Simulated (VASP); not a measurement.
Runs of VASP 6.6.1 on Ti. The structure is that of space group P6_3/mmc (No. 194), or close to it. The cells are those of the table. 

```tsv
task	cell	k mesh	cutoff (eV)	smearing	gap on the mesh (eV)	pressure (GPa)
single point	a = 2.866, b = 2.866, c = 4.528 Å, angles 90.0, 90.0, 120.0°, 2 atoms	15 × 15 × 8	520	gaussian 0.1 eV	none	(a)
single point	a = 2.865, b = 2.865, c = 4.546 Å, angles 90.0, 90.0, 120.0°, 2 atoms	15 × 15 × 8	520	fermi-dirac 0.15 eV	none	-0.3
single point	a = 2.867, b = 2.867, c = 4.520 Å, angles 90.0, 90.0, 120.0°, 2 atoms	9 × 9 × 4	520	gaussian 0.1 eV	none	0.0
single point	a = 2.936, b = 2.936, c = 4.641 Å, angles 90.0, 90.0, 120.0°, 2 atoms	9 × 9 × 4	520	gaussian 0.1 eV	none	-8.3
relaxation of cell and atoms	relaxed from a = 2.866, b = 2.866, c = 4.528 Å, angles 90.0, 90.0, 120.0°, 2 atoms	15 × 15 × 8	600	fermi-dirac 0.15 eV	none	0.0
```

Alike in all rows: level LDA; potentials or basis VASP PAW LDA potentials, release 64 (Ti_sv); no spin polarisation.

Estimate the missing entries.

(a) -0.1.

Caveats: the cell stands under tension (at least some runs).

A gap of «none» marks levels without a gap at the run's occupations.
